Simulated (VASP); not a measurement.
# Ta2N (P-3m1) in VASP: a series of runs

The runs below take Ta2N through single point, with PBEsol.

Everything below comes from runs of VASP 6.6.1. Logs are shortened: lines on timing, memory, paths and dates and some standing lists are left out, and cuts for length are marked.

**1. The cell of the first run**

The structure is trigonal, space group P-3m1 (No. 164). The conventional cell has a = 3.079 Å, b = 3.079 Å, c = 11.147 Å, α = 90.00°, β = 90.00°, γ = 120.00°. Ta (site symmetry 3m) has 3 N at 2.16 Å within 2.9 Å. Within 2.9 Å of Ta (site symmetry 3m) lie 3 N at 2.16 Å. Within 2.9 Å of N (site symmetry 3m) lie 6 Ta at 2.16 Å.

**2. Single point, PBEsol**

The input, INCAR:

```
ALGO = Normal ; EDIFF = 1E-6
ENCUT = 520 ; GGA = PS
ISIF = 2 ; ISMEAR = 0
LASPH = T ; LCHARG = T
LELF = T ; LREAL = F
LVHAR = T ; LWAVE = F
NBANDS = 36 ; NELM = 80
PREC = Accurate ; SIGMA = 0.15
```

The input, KPOINTS:

```
k-points
0
Gamma
  17 17 5
```

The input, POSCAR:

```
Ta2N
1.0
   -3.0786153856      0.0000000000      0.0000000000
   -1.5393076928     -2.6661591324      0.0000000000
    0.0000000000      0.0000000000     11.1465143614
Ta N
4 2
Direct
    0.6666666667      0.6666666667      0.1065582765
    0.6666666667      0.6666666667      0.5392726682
    0.3333333333      0.3333333333      0.7588705067
    0.3333333333      0.3333333333      0.3261561151
    0.0000000000      0.0000000000      0.2163571958
    0.0000000000      0.0000000000      0.6490715874
```

Potentials or basis: VASP PAW PBE potentials, release 64 (Ta_pv, N).

Started as:

```
$ cat potpaw_PBE.64/Ta_pv/POTCAR potpaw_PBE.64/N/POTCAR > POTCAR
$ mpirun -np 1 vasp_std > vasp.out
```

OUTCAR:

```text
EDIFF = 1E-6
   ENCUT = 520
   GGA = PS
   ISIF = 2
   ISMEAR = 0
   LASPH = T
   LREAL = F
   NELM = 80
   PREC = Accurate

 ion  position               nearest neighbor table
   1  0.667  0.667  0.107-   5 2.16   5 2.16   5 2.16   4 3.03   4 3.03   4 3.03
   2  0.667  0.667  0.539-   6 2.16   6 2.16   6 2.16   4 2.97   4 2.97   4 2.97   3 3.03   3 3.03
                             3 3.03
   3  0.333  0.333  0.759-   6 2.16   6 2.16   6 2.16   2 3.03   2 3.03   2 3.03
   4  0.333  0.333  0.326-   5 2.16   5 2.16   5 2.16   2 2.97   2 2.97   2 2.97   1 3.03   1 3.03
                             1 3.03
   5  0.000  0.000  0.216-   1 2.16   4 2.16   1 2.16   4 2.16   1 2.16   4 2.16
   6  0.000  0.000  0.649-   2 2.16   2 2.16   2 2.16   3 2.16   3 2.16   3 2.16

  LATTYP: Found a hexagonal cell.
 ALAT       =     3.0786153856
 C/A-ratio  =     3.6206258221

  Lattice vectors:

 A1 = (   1.5393076928,   2.6661591324,   0.0000000000)
 A2 = (  -3.0786153856,   0.0000000000,   0.0000000000)
 A3 = (   0.0000000000,   0.0000000000,  11.1465143614)

Analysis of symmetry for initial positions (statically):
=====================================================================
 Subroutine PRICEL returns:
 Original cell was already a primitive cell.

 Routine SETGRP: Setting up the symmetry group for a
 hexagonal supercell.

 Subroutine GETGRP returns: Found 12 space group operations
 (whereof  6 operations were pure point group operations)
 out of a pool of 24 trial point group operations.

The static configuration has the point symmetry C_3v.
 The point group associated with its full space group is D_3d.

Analysis of symmetry for dynamics (positions and initial velocities):
=====================================================================
 Subroutine PRICEL returns:
 Original cell was already a primitive cell.

 Routine SETGRP: Setting up the symmetry group for a
 hexagonal supercell.

 Subroutine GETGRP returns: Found 12 space group operations
 (whereof  6 operations were pure point group operations)
 out of a pool of 24 trial point group operations.

The dynamic configuration has the point symmetry C_3v.
 The point group associated with its full space group is D_3d.

 Subroutine INISYM returns: Found 12 space group operations
 (whereof  6 operations are pure point group operations),
 and found     1 'primitive' translations

----------------------------------------------------------------------------------------

                                     Primitive cell

  volume of cell :      91.4915

  direct lattice vectors                    reciprocal lattice vectors
    -3.078615386  0.000000000  0.000000000    -0.324821348  0.187535693  0.000000000
    -1.539307693 -2.666159132  0.000000000     0.000000000 -0.375071386  0.000000000
     0.000000000  0.000000000 11.146514361     0.000000000  0.000000000  0.089714144

  length of vectors
     3.078615386  3.078615386 11.146514361     0.375071386  0.375071386  0.089714144

  position of ions in fractional coordinates (direct lattice)
     0.666666667  0.666666667  0.106558277
     0.666666667  0.666666667  0.539272668
     0.333333333  0.333333333  0.758870507
     0.333333333  0.333333333  0.326156115
     0.000000000  0.000000000  0.216357196
     0.000000000  0.000000000  0.649071587

  ion indices of the primitive-cell ions
   primitive index   ion index
                 1           1
                 2           2
                 3           3
                 4           4
                 5           5
                 6           6

----------------------------------------------------------------------------------------

 KPOINTS: k-points

Automatic generation of k-mesh.
 Grid dimensions read from file:
 generate k-points for:   17   17    5

 Generating k-lattice:

  Cartesian coordinates                     Fractional coordinates (reciprocal lattice)
    -0.019107138  0.011031511  0.000000000     0.058823529  0.000000000  0.000000000
     0.000000000 -0.022063023  0.000000000     0.000000000  0.058823529  0.000000000
     0.000000000  0.000000000  0.017942829     0.000000000  0.000000000  0.200000000

  Length of vectors
     0.022063023  0.022063023  0.017942829

  Shift w.r.t. Gamma in fractional coordinates (k-lattice)
     0.000000000  0.000000000  0.000000000

 Subroutine IBZKPT returns following result:
 ===========================================

 Found    147 irreducible k-points:

 Following reciprocal coordinates:
            Coordinates               Weight
  0.000000  0.000000  0.000000      1.000000
  0.058824 -0.000000  0.000000      6.000000
  0.117647 -0.000000  0.000000      6.000000
  0.176471 -0.000000  0.000000      6.000000
  0.235294 -0.000000  0.000000      6.000000
  0.294118  0.000000  0.000000      6.000000
[... 16 lines left out ...]
 -0.470588  0.117647  0.000000     12.000000
  0.352941  0.176471  0.000000      6.000000
 [... further k-points ...]
   k-points           NKPTS =    147   k-points in BZ     NKDIM =    147   number of bands    NBANDS=     36
   number of dos      NEDOS =    301   number of ions     NIONS =      6
   total plane-waves  NPLWV =  48384
   dimension x,y,z NGX =    24 NGY =   24 NGZ =   84
   dimension x,y,z NGXF=    48 NGYF=   48 NGZF=  168
   ions per type =               4   2
   NGX,Y,Z   is equivalent  to a cutoff of  12.96, 12.96, 12.53 a.u.
   NGXF,Y,Z  is equivalent  to a cutoff of  25.92, 25.92, 25.06 a.u.
 SYSTEM =  unknown system
   PREC   = accura    normal or accurate (medium, high low for compatibility)
   ISTART =      0    job   : 0-new  1-cont  2-samecut
   ICHARG =      2    charge: 1-file 2-atom 10-const
   ISPIN  =      1    spin polarized calculation?
   LNONCOLLINEAR =      F non collinear calculations
   LSORBIT =      F    spin-orbit coupling
   LASPH  =      T    aspherical Exc in radial PAW
   ENCUT  =  520.0 eV  38.22 Ry    6.18 a.u.   5.72  5.72 20.73*2*pi/ulx,y,z
   NELM   =     80;   NELMIN=  2; NELMDL= -5     # of ELM steps
   EDIFF  = 0.1E-05   stopping-criterion for ELM
   LREAL  =      F    real-space projection
   EDIFFG = 0.1E-04   stopping-criterion for IOM
   NSW    =      0    number of steps for IOM
   IBRION =     -1    ionic relax: 0-MD 1-quasi-New 2-CG
   NFREE  =      0    steps in history (QN), initial steepest desc. (CG)
   ISIF   =      2    stress and relaxation
   ISYM   =      2    0-nonsym 1-usesym 2-fastsym
   POTIM  = 0.5000    time-step for ionic-motion
   TEBEG  =    0.0;   TEEND  =   0.0 temperature during run
   PSTRESS=    0.0 pullay stress
   NELECT =      54.0000    total number of electrons
   NUPDOWN=      -1.0000    fix difference up-down
   EMIN   =  10.00;   EMAX   =-10.00  energy-range for DOS
   EFERMI =   0.00;   METHOD = LEGACY
   ISMEAR =     0;   SIGMA  =   0.15  broadening in eV -4-tet -1-fermi 0-gaus
   EFERMI_NEDOS =   21; number of points for ismear=-14 and -15
   IALGO  =     38    algorithm
   IMIX   =      4    mixing-type and parameters
     AMIX     =   0.40;   BMIX     =  1.00
     AMIX_MAG =   1.60;   BMIX_MAG =  1.00
  volume/ion in A,a.u.               =      15.25       102.90
  Fermi-wavevector in a.u.,A,eV,Ry     =   1.373238  2.595044 25.657639  1.885783
  Thomas-Fermi vector in A             =   2.498773
   LORBIT       =      0    0 simple, 1 ext, 2 COOP (PROOUT), +10 PAW based schemes
   GGA     = PS    functional components
   LHFCALC =     F    Hartree Fock is set to
   AEXX    =    0.0000 exact exchange contribution
   IVDW    =     0    specifies the selected vdW correction
   LEPSILON=     F    determine dielectric tensor
   LRPA    =     F    only Hartree local field effects (RPA)
 non-spin polarized calculation
 Gauss-broadening in eV      SIGMA  =   0.15
  energy-cutoff  :      520.00
  volume of cell :       91.49
 maximum number of plane-waves:      2490
   NGX = 11   NGY = 11   NGZ = 41

 number of electron      54.0000006 magnetization

 Free energy of the ion-electron system (eV)
  ---------------------------------------------------
  ext. energy  EPLUGINS =         0.00000000
  ---------------------------------------------------
  free energy    TOTEN  =       -70.52881286 eV

  energy without entropy =      -70.49597923  energy(sigma->0) =      -70.51239605

 E-fermi :   5.8875     XC(G=0): -12.1828

 val. band max:        5.8869037928   @ k =   0.1765   0.1765   0.2000
 cond. band min:       5.9060159246   @ k =   0.3529   0.1765   0.2000
 fundamental gap:      0.0191121318
 Fermi energy:         5.8875115829

 k-point     1 :       0.0000    0.0000    0.0000
  band No.  band energies     occupation
      1     -29.6704      2.00000
      2     -29.5346      2.00000
      3     -29.0944      2.00000
      4     -28.8525      2.00000
      5     -28.8525      2.00000
      6     -28.8406      2.00000
[... 28 lines left out ...]
     35       7.6886      0.00000
     36       7.8494      0.00000

 k-point     2 :       0.0588   -0.0000    0.0000
  band No.  band energies     occupation
      1     -29.6618      2.00000
      2     -29.5315      2.00000
      3     -29.0976      2.00000
      4     -28.8762      2.00000
      5     -28.8606      2.00000
      6     -28.8602      2.00000
[... 28 lines left out ...]
     35       7.7309      0.00000
     36       7.9971      0.00000

 k-point     3 :       0.1176   -0.0000    0.0000
  band No.  band energies     occupation
      1     -29.6369      2.00000
      2     -29.5236      2.00000
      3     -29.1118      2.00000
      4     -28.9436      2.00000
      5     -28.9169      2.00000
      6     -28.8848      2.00000
[... 28 lines left out ...]
     35       8.1651      0.00000
     36       8.5351      0.00000
[... 742 lines left out ...]
 k-point    23 :      -0.4706    0.1176    0.0000
  band No.  band energies     occupation
      1     -29.5845      2.00000
      2     -29.5674      2.00000
      3     -29.4855      2.00000
      4     -29.4207      2.00000
      5     -29.2287      2.00000
      6     -29.2055      2.00000
[... 28 lines left out ...]
     35       9.8745      0.00000
     36      10.2315      0.00000

 k-point    24 :       0.3529    0.1765    0.0000
  band No.  band energies     occupation
      1     -29.5158      2.00000
      2     -29.5025      2.00000
      3     -29.3094      2.00000
      4     -29.2483      2.00000
      5     -29.2099      2.00000
      6     -29.1243      2.00000
[... 28 lines left out ...]
     35       9.1756      0.00000
     36       9.5688      0.00000

 [... further k-points ...]

------------------------ aborting loop because EDIFF is reached ----------------------------------------

  FORCE on cell =-STRESS in cart. coord.  units (eV):
  Direction    XX          YY          ZZ          XY          YZ          ZX
  --------------------------------------------------------------------------------------
  -------------------------------------------------------------------------------------
  Total       -3.0580002     -3.0580002     -6.2251966      0.0000000      0.0000000      0.0000000
  in kB      -53.5509915    -53.5509915   -109.0142004      0.0000000      0.0000000      0.0000000
  external PRESSURE =     -72.0387278 kB  Pullay stress =       0.0000000 kB

 VOLUME and BASIS-vectors are now :
 -----------------------------------------------------------------------------
  energy-cutoff  :      520.00
  volume of cell :       91.49
      direct lattice vectors                 reciprocal lattice vectors
    -3.078615386  0.000000000  0.000000000    -0.324821348  0.187535693  0.000000000
    -1.539307693 -2.666159132  0.000000000     0.000000000 -0.375071386  0.000000000
     0.000000000  0.000000000 11.146514361     0.000000000  0.000000000  0.089714144

 POSITION                                       TOTAL-FORCE (eV/Angst)
 -----------------------------------------------------------------------------------
     -3.07862     -1.77744      1.18775        -0.000000     -0.000000     -0.907907
     -3.07862     -1.77744      6.01101        -0.000000     -0.000000      0.063388
     -1.53931     -0.88872      8.45876         0.000000      0.000000      0.907907
     -1.53931     -0.88872      3.63550         0.000000      0.000000     -0.063388
      0.00000      0.00000      2.41163        -0.000000      0.000000     -0.125803
      0.00000      0.00000      7.23489         0.000000     -0.000000      0.125803
 -----------------------------------------------------------------------------------
    total drift:                                0.000000      0.000000      0.000012

  FREE ENERGIE OF THE ION-ELECTRON SYSTEM (eV)
  ---------------------------------------------------
  free  energy   TOTEN  =       -70.5288128633 eV

  energy  without entropy=      -70.4959792333  energy(sigma->0) =      -70.51239605
```

Wall time 4.5 min (1 thread of Intel Xeon 6975P-C (Granite Rapids), shared host); peak memory 0.47 GiB.

What came out:

```yaml
Free_energy: -70.5288 eV
Pressure: -7.2 GPa
Largest_force: 0.908 eV/Å
Band_gap_on_the_k_mesh: zero (band 27 reaches 6.48 eV, above the bottom of band 28 at 5.43 eV)
```

Forces on the atoms (eV/Å):
```
Ta   0.000  0.000 -0.908
Ta   0.000  0.000  0.063
Ta   0.000  0.000  0.908
Ta   0.000  0.000 -0.063
N    0.000  0.000 -0.126
N    0.000  0.000  0.126
```

Stress tensor (GPa, compression positive):
```
 -5.36   0.00   0.00
  0.00  -5.36   0.00
  0.00   0.00 -10.90
```

Caveat: the PAW data sets were made with another functional, which shifts forces and pressure a little; spin-orbit coupling is left out, which moves the levels of the heavy elements.

**3. Single point, PBEsol**

This run uses another cell than the first one, of 15.93 Å³/atom, 1.045 times its volume.

The input, INCAR:

```
SYSTEM = Ta2N
ALGO = Normal ; EDIFF = 1E-6
ENCUT = 520 ; GGA = PS
ISIF = 2 ; ISMEAR = 0
LASPH = .TRUE. ; LCHARG = .FALSE.
LREAL = .FALSE. ; LWAVE = .FALSE.
NBANDS = 36 ; NELM = 60
PREC = Accurate ; SIGMA = 0.15
```

The input, KPOINTS:

```
k-points
0
G
  17 17 5
  0 0 0
```

The input, POSCAR:

```
Ta2N
1.0
   -3.0786153856      0.0000000000      0.0000000000
   -1.5393076928     -2.6661591324      0.0000000000
    0.0000000000      0.0000000000     11.6465143614
Ta N
4 2
Direct
    0.6666666667      0.6666666667      0.1019835912
    0.6666666667      0.6666666667      0.5161209916
    0.3333333333      0.3333333333      0.7262912095
    0.3333333333      0.3333333333      0.3121538091
    0.0000000000      0.0000000000      0.2070687002
    0.0000000000      0.0000000000      0.6212061005
```

Potentials or basis: VASP PAW PBE potentials, release 64 (Ta_pv, N).

Started as:

```
$ cat potpaw_PBE.64/Ta_pv/POTCAR potpaw_PBE.64/N/POTCAR > POTCAR
$ mpirun -np 1 vasp_std > vasp.out
```

It took 4.4 min on 1 thread of Intel Xeon 6975P-C (Granite Rapids), shared host; peak memory 0.5 GiB.

The run converged. Its results:

* Free energy: -70.0773 eV
* Pressure: -6.2 GPa
* Largest force: 0.301 eV/Å
* Band gap on the k mesh: zero (band 27 reaches 6.00 eV, above the bottom of band 28 at 5.01 eV)

Forces in eV/Å, atoms in the order of the input:
```
Ta   0.000  0.000 -0.301
Ta   0.000  0.000  0.065
Ta   0.000  0.000  0.301
Ta   0.000  0.000 -0.065
N    0.000  0.000 -0.123
N    0.000  0.000  0.123
```

Stress tensor (GPa, compression positive):
```
-5.57  0.00  0.00
 0.00 -5.57  0.00
 0.00  0.00 -7.40
```

Levels at points of the mesh, in eV from the Fermi level:
```csv
k point,band 23,band 24,band 25,band 26,band 27,band 28,band 29,band 30,band 31,band 32
"(0.00, 0.00, 0.00)",-2.15,-0.97,-0.78,-0.78,-0.24,-0.24,0.05,0.81,0.81,0.92
```

Caveat: the PAW data sets were made with another functional, which shifts forces and pressure a little; spin-orbit coupling is left out, which moves the levels of the heavy elements.

**4. Single point, PBEsol**

This run uses another cell than the first one, of 17.30 Å³/atom, 1.135 times its volume.

The input, INCAR:

```
SYSTEM = Ta2N
  PREC = Accurate
  ENCUT = 520
  EDIFF = 1E-6
  ISMEAR = 0
  SIGMA = 0.15
  LREAL = .FALSE.
  LASPH = .TRUE.
  NELM = 100
  ALGO = Normal
  ISIF = 2
  LWAVE = .FALSE.
  LCHARG = .FALSE.
  GGA = PS
  NBANDS = 36
```

The input, KPOINTS:

```
Automatic mesh
0
G
  17 17 5
  0 0 0
```

The input, POSCAR:

```
Ta2N
1.0
   -3.0786153856      0.0000000000      0.0000000000
   -1.5393076928     -2.6661591324      0.0000000000
    0.0000000000      0.0000000000     12.6465143614
Ta N
4 2
Direct
    0.6666666667      0.6666666667      0.0939194252
    0.6666666667      0.6666666667      0.4753096678
    0.3333333333      0.3333333333      0.6688610600
    0.3333333333      0.3333333333      0.2874708174
    0.0000000000      0.0000000000      0.1906951213
    0.0000000000      0.0000000000      0.5720853639
```

Started as:

```
$ cat potpaw_PBE.64/Ta_pv/POTCAR potpaw_PBE.64/N/POTCAR > POTCAR
$ mpirun -np 1 vasp_std > vasp.out
```

Wall time 4.5 min (1 thread of Intel Xeon 6975P-C (Granite Rapids), shared host); peak memory 0.52 GiB.

It converged, with:

```yaml
Free_energy: -69.7737 eV
Pressure: -4.9 GPa
Largest_force: 0.254 eV/Å
Band_gap_on_the_k_mesh: zero (band 27 reaches 5.15 eV, above the bottom of band 28 at 4.10 eV)
```

Forces on the atoms (eV/Å):
```
Ta   0.000  0.000  0.254
Ta   0.000  0.000  0.109
Ta   0.000  0.000 -0.254
Ta   0.000  0.000 -0.109
N    0.000  0.000 -0.139
N    0.000  0.000  0.139
```

Stress tensor (GPa, compression positive):
```
-5.48  0.00  0.00
 0.00 -5.48  0.00
 0.00  0.00 -3.68
```

Levels at points of the mesh, in eV from the Fermi level:
```tsv
k point	band 25	band 26	band 27	band 28	band 29	band 30
(0.00, 0.00, 0.00)	-0.77	-0.77	-0.59	-0.23	-0.23	0.82
```

Caveat: the PAW data sets were made with another functional, which shifts forces and pressure a little; spin-orbit coupling is left out, which moves the levels of the heavy elements.

**5. The runs side by side**

| cell | gap on the mesh (eV) | pressure (GPa) | largest force (eV/Å) |
| --- | --- | --- | --- |
| a = 3.079, b = 3.079, c = 11.147 Å, angles 90.0, 90.0, 60.0°, 6 atoms | none | -7.2 | 0.91 |
| a = 3.079, b = 3.079, c = 11.647 Å, angles 90.0, 90.0, 60.0°, 6 atoms | none | -6.2 | 0.30 |
| a = 3.079, b = 3.079, c = 12.647 Å, angles 90.0, 90.0, 60.0°, 6 atoms | none | -4.9 | 0.25 |

Alike in all rows: task single point; level PBEsol; potentials or basis VASP PAW PBE potentials, release 64 (Ta_pv, N); no spin polarisation; k mesh 17 × 17 × 5; cutoff (eV) 520; smearing gaussian 0.15 eV.

Caveats: the PAW data sets were made with another functional, which shifts forces and pressure a little; spin-orbit coupling is left out, which moves the levels of the heavy elements.

Total energies depend on the potentials used, so only differences within one code and one set of settings carry meaning.
